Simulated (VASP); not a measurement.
# CdS (P3m1) in VASP: single point with LDA

Aim: the single point of CdS with LDA.

All numbers are computed with VASP 6.6.1; they aren't measurements. Logs are shortened: lines on timing, memory, paths and dates and some standing lists are left out, and cuts for length are marked.

## Step 1: The cell of the first run

The structure is trigonal, space group P3m1 (No. 156). Conventional cell: a = 4.261 Å, b = 4.261 Å, c = 5.804 Å, α = 90.00°, β = 90.00°, γ = 120.00°. Cd (site symmetry 3m) has 3 S at 2.46 Å within 3.2 Å. Within 3.2 Å of S (site symmetry 3m) lie 3 Cd at 2.46 Å.

## Step 2: Single point, LDA

File INCAR:

```
PREC     = Accurate       # precision mode
ENCUT    = 520            # plane-wave cutoff, eV
EDIFF    = 1E-7           # SCF threshold, eV
ISMEAR   = 0              # smearing method
SIGMA    = 0.01           # smearing width, eV
LREAL    = False          # projectors in reciprocal space
LASPH    = True           # aspherical terms in the spheres
NELM     = 100            # most SCF steps
ALGO     = Normal         # electronic algorithm
ISIF     = 2              # what is computed and relaxed
LWAVE    = False          # write WAVECAR
LCHARG   = False          # write CHGCAR
GGA      = CA             # functional
NBANDS   = 16             # bands
```

File KPOINTS:

```
Automatic mesh
0
Gamma
  6 6 4
```

File POSCAR:

```
CdS
1.0
    4.2611695900      0.0000000000      0.0000000000
   -2.1305847900      3.6902811100      0.0000000000
    0.0000000000      0.0000000000      5.8041729400
Cd S
1 1
Direct
    0.0000000000      0.0000000000      0.4426919200
    0.6666666667      0.3333333333      0.4343080800
```

Potentials or basis: VASP PAW LDA potentials, release 64 (Cd, S).

Run with:

```sh
cat potpaw_LDA.64/Cd/POTCAR potpaw_LDA.64/S/POTCAR > POTCAR
mpirun -np 1 vasp_std > vasp.out
```

OUTCAR:

```text
PREC = Accurate
   ENCUT = 520
   EDIFF = 1E-7
   ISMEAR = 0
   LREAL = False
   LASPH = True
   NELM = 100
   ISIF = 2
   GGA = CA

 ion  position               nearest neighbor table
   1  0.000  0.000  0.443-   2 2.46   2 2.46   2 2.46
   2  0.667  0.333  0.434-   1 2.46   1 2.46   1 2.46

  LATTYP: Found a hexagonal cell.
 ALAT       =     4.2611695900
 C/A-ratio  =     1.3621079418

  Lattice vectors:

 A1 = (   4.2611695900,   0.0000000000,   0.0000000000)
 A2 = (  -2.1305847900,   3.6902811100,   0.0000000000)
 A3 = (   0.0000000000,   0.0000000000,   5.8041729400)

Analysis of symmetry for initial positions (statically):
=====================================================================
 Subroutine PRICEL returns:
 Original cell was already a primitive cell.

 Routine SETGRP: Setting up the symmetry group for a
 hexagonal supercell.

 Subroutine GETGRP returns: Found  6 space group operations
 (whereof  6 operations were pure point group operations)
 out of a pool of 24 trial point group operations.

The static configuration has the point symmetry C_3v.

Analysis of symmetry for dynamics (positions and initial velocities):
=====================================================================
 Subroutine PRICEL returns:
 Original cell was already a primitive cell.

 Routine SETGRP: Setting up the symmetry group for a
 hexagonal supercell.

 Subroutine GETGRP returns: Found  6 space group operations
 (whereof  6 operations were pure point group operations)
 out of a pool of 24 trial point group operations.

The dynamic configuration has the point symmetry C_3v.

 Subroutine INISYM returns: Found  6 space group operations
 (whereof  6 operations are pure point group operations),
 and found     1 'primitive' translations

----------------------------------------------------------------------------------------

                                     Primitive cell

  volume of cell :      91.2701

  direct lattice vectors                    reciprocal lattice vectors
     4.261169590  0.000000000  0.000000000     0.234677353  0.135491033  0.000000000
    -2.130584790  3.690281110  0.000000000     0.000000000  0.270982066  0.000000000
     0.000000000  0.000000000  5.804172940     0.000000000  0.000000000  0.172289835

  length of vectors
     4.261169590  4.261169583  5.804172940     0.270982066  0.270982066  0.172289835

  position of ions in fractional coordinates (direct lattice)
     0.000000000  0.000000000  0.442691920
     0.666666667  0.333333333  0.434308080

  ion indices of the primitive-cell ions
   primitive index   ion index
                 1           1
                 2           2

----------------------------------------------------------------------------------------

 KPOINTS: Automatic mesh

Automatic generation of k-mesh.
 Grid dimensions read from file:
 generate k-points for:    6    6    4

 Generating k-lattice:

  Cartesian coordinates                     Fractional coordinates (reciprocal lattice)
     0.039112892  0.022581839  0.000000000     0.166666667  0.000000000  0.000000000
     0.000000000  0.045163678  0.000000000     0.000000000  0.166666667  0.000000000
     0.000000000  0.000000000  0.043072459     0.000000000  0.000000000  0.250000000

  Length of vectors
     0.045163678  0.045163678  0.043072459

  Shift w.r.t. Gamma in fractional coordinates (k-lattice)
     0.000000000  0.000000000  0.000000000

 Subroutine IBZKPT returns following result:
 ===========================================

 Found     24 irreducible k-points:

 Following reciprocal coordinates:
            Coordinates               Weight
  0.000000  0.000000  0.000000      1.000000
  0.166667  0.000000  0.000000      6.000000
  0.333333 -0.000000  0.000000      6.000000
  0.500000 -0.000000  0.000000      3.000000
  0.166667  0.166667  0.000000      6.000000
  0.333333  0.166667  0.000000     12.000000
[... 16 lines left out ...]
  0.333333  0.166667  0.500000     12.000000
  0.333333  0.333333  0.500000      2.000000
   k-points           NKPTS =     24   k-points in BZ     NKDIM =     24   number of bands    NBANDS=     16
   number of dos      NEDOS =    301   number of ions     NIONS =      2
   total plane-waves  NPLWV =  49152
   dimension x,y,z NGX =    32 NGY =   32 NGZ =   48
   dimension x,y,z NGXF=    64 NGYF=   64 NGZF=   96
   ions per type =               1   1
   NGX,Y,Z   is equivalent  to a cutoff of  12.48, 12.48, 13.75 a.u.
   NGXF,Y,Z  is equivalent  to a cutoff of  24.97, 24.97, 27.50 a.u.
 SYSTEM =  unknown system
   PREC   = accura    normal or accurate (medium, high low for compatibility)
   ISTART =      0    job   : 0-new  1-cont  2-samecut
   ICHARG =      2    charge: 1-file 2-atom 10-const
   ISPIN  =      1    spin polarized calculation?
   LNONCOLLINEAR =      F non collinear calculations
   LSORBIT =      F    spin-orbit coupling
   LASPH  =      T    aspherical Exc in radial PAW
   ENCUT  =  520.0 eV  38.22 Ry    6.18 a.u.   7.92  7.92 10.79*2*pi/ulx,y,z
   NELM   =    100;   NELMIN=  2; NELMDL= -5     # of ELM steps
   EDIFF  = 0.1E-06   stopping-criterion for ELM
   LREAL  =      F    real-space projection
   EDIFFG = 0.1E-05   stopping-criterion for IOM
   NSW    =      0    number of steps for IOM
   IBRION =     -1    ionic relax: 0-MD 1-quasi-New 2-CG
   NFREE  =      0    steps in history (QN), initial steepest desc. (CG)
   ISIF   =      2    stress and relaxation
   ISYM   =      2    0-nonsym 1-usesym 2-fastsym
   POTIM  = 0.5000    time-step for ionic-motion
   TEBEG  =    0.0;   TEEND  =   0.0 temperature during run
   PSTRESS=    0.0 pullay stress
   NELECT =      18.0000    total number of electrons
   NUPDOWN=      -1.0000    fix difference up-down
   EMIN   =  10.00;   EMAX   =-10.00  energy-range for DOS
   EFERMI =   0.00;   METHOD = LEGACY
   ISMEAR =     0;   SIGMA  =   0.01  broadening in eV -4-tet -1-fermi 0-gaus
   EFERMI_NEDOS =   21; number of points for ismear=-14 and -15
   IALGO  =     38    algorithm
   IMIX   =      4    mixing-type and parameters
     AMIX     =   0.40;   BMIX     =  1.00
     AMIX_MAG =   1.60;   BMIX_MAG =  1.00
  volume/ion in A,a.u.               =      45.64       307.96
  Fermi-wavevector in a.u.,A,eV,Ry     =   0.952919  1.800756 12.354841  0.908055
  Thomas-Fermi vector in A             =   2.081527
   LORBIT       =      0    0 simple, 1 ext, 2 COOP (PROOUT), +10 PAW based schemes
   GGA     = CA    functional components
   LHFCALC =     F    Hartree Fock is set to
   AEXX    =    0.0000 exact exchange contribution
   IVDW    =     0    specifies the selected vdW correction
   LEPSILON=     F    determine dielectric tensor
   LRPA    =     F    only Hartree local field effects (RPA)
 non-spin polarized calculation
 Gauss-broadening in eV      SIGMA  =   0.01
  energy-cutoff  :      520.00
  volume of cell :       91.27
 maximum number of plane-waves:      2490
   NGX = 15   NGY = 15   NGZ = 21

 number of electron      18.0000002 magnetization

 Free energy of the ion-electron system (eV)
  ---------------------------------------------------
  ext. energy  EPLUGINS =         0.00000000
  ---------------------------------------------------
  free energy    TOTEN  =        -6.59660873 eV

  energy without entropy =       -6.59660873  energy(sigma->0) =       -6.59660873

 E-fermi :  -2.2817     XC(G=0):  -6.5382

 val. band max:       -2.3613524022   @ k =   0.3333   0.3333   0.0000
 cond. band min:      -1.0875374713   @ k =   0.0000   0.0000   0.0000
 fundamental gap:      1.2738149309
 Fermi energy:        -2.2816642072

 k-point     1 :       0.0000    0.0000    0.0000
  band No.  band energies     occupation
      1     -13.9362      2.00000
      2     -10.0483      2.00000
      3     -10.0483      2.00000
      4      -9.5157      2.00000
      5      -9.5157      2.00000
      6      -9.2976      2.00000
[... 8 lines left out ...]
     15       8.3482      0.00000
     16       9.3302      0.00000

 k-point     2 :       0.1667    0.0000    0.0000
  band No.  band energies     occupation
      1     -13.8502      2.00000
      2     -10.0065      2.00000
      3      -9.9794      2.00000
      4      -9.5440      2.00000
      5      -9.5198      2.00000
      6      -9.2715      2.00000
[... 8 lines left out ...]
     15       9.0429      0.00000
     16       9.1698      0.00000

 k-point     3 :       0.3333   -0.0000    0.0000
  band No.  band energies     occupation
      1     -13.6765      2.00000
      2      -9.8581      2.00000
      3      -9.8317      2.00000
      4      -9.5981      2.00000
      5      -9.5278      2.00000
      6      -9.2030      2.00000
[... 8 lines left out ...]
     15       7.6572      0.00000
     16       8.0923      0.00000

 k-point     4 :       0.5000   -0.0000    0.0000
  band No.  band energies     occupation
      1     -13.5896      2.00000
      2      -9.7522      2.00000
      3      -9.7414      2.00000
      4      -9.6238      2.00000
      5      -9.5317      2.00000
      6      -9.1416      2.00000
[... 8 lines left out ...]
     15       7.7263      0.00000
     16       8.2416      0.00000
[... 324 lines left out ...]
 k-point    22 :       0.1667    0.1667    0.5000
  band No.  band energies     occupation
      1     -13.7172      2.00000
      2      -9.9402      2.00000
      3      -9.8404      2.00000
      4      -9.5829      2.00000
      5      -9.5302      2.00000
      6      -9.2101      2.00000
[... 8 lines left out ...]
     15       6.9736      0.00000
     16       7.6273      0.00000

 k-point    23 :       0.3333    0.1667    0.5000
  band No.  band energies     occupation
      1     -13.5874      2.00000
      2      -9.8219      2.00000
      3      -9.7186      2.00000
      4      -9.6164      2.00000
      5      -9.5425      2.00000
      6      -9.0877      2.00000
[... 8 lines left out ...]
     15       7.8121      0.00000
     16       8.0902      0.00000

 k-point    24 :       0.3333    0.3333    0.5000
  band No.  band energies     occupation
      1     -13.5446      2.00000
      2      -9.7742      2.00000
      3      -9.7285      2.00000
      4      -9.6167      2.00000
      5      -9.5576      2.00000
      6      -8.9619      2.00000
[... 8 lines left out ...]
     15       6.9070      0.00000
     16       8.4389      0.00000

------------------------ aborting loop because EDIFF is reached ----------------------------------------

  FORCE on cell =-STRESS in cart. coord.  units (eV):
  Direction    XX          YY          ZZ          XY          YZ          ZX
  --------------------------------------------------------------------------------------
  -------------------------------------------------------------------------------------
  Total       -1.9073894     -1.9073894     -0.0635670     -0.0000000      0.0000000      0.0000000
  in kB      -33.4827658    -33.4827658     -1.1158704     -0.0000000      0.0000000      0.0000000
  external PRESSURE =     -22.6938007 kB  Pullay stress =       0.0000000 kB

 VOLUME and BASIS-vectors are now :
 -----------------------------------------------------------------------------
  energy-cutoff  :      520.00
  volume of cell :       91.27
      direct lattice vectors                 reciprocal lattice vectors
     4.261169590  0.000000000  0.000000000     0.234677353  0.135491033  0.000000000
    -2.130584790  3.690281110  0.000000000     0.000000000  0.270982066  0.000000000
     0.000000000  0.000000000  5.804172940     0.000000000  0.000000000  0.172289835

 POSITION                                       TOTAL-FORCE (eV/Angst)
 -----------------------------------------------------------------------------------
      0.00000      0.00000      2.56946         0.000000     -0.000000     -0.023162
      2.13058      1.23009      2.52080        -0.000000      0.000000      0.023162
 -----------------------------------------------------------------------------------
    total drift:                                0.000001      0.000000      0.000030

  FREE ENERGIE OF THE ION-ELECTRON SYSTEM (eV)
  ---------------------------------------------------
  free  energy   TOTEN  =        -6.5966087302 eV

  energy  without entropy=       -6.5966087302  energy(sigma->0) =       -6.59660873
```

Run time: 25 s. Hardware: 1 thread of AMD EPYC 7R13 (Zen 3), shared host; peak memory 0.16 GiB.

Results:

- Free energy: -6.5966 eV
- Pressure: -2.3 GPa
- Largest force: 0.023 eV/Å
- Band gap on the k mesh: 1.27 eV, indirect (least direct gap 1.29 eV)

Forces on the atoms (eV/Å):
```
Cd   0.000  0.000 -0.023
S    0.000  0.000  0.023
```

A k mesh can miss the band edges. A hybrid or GW would open this gap; LDA tends to underestimate it.
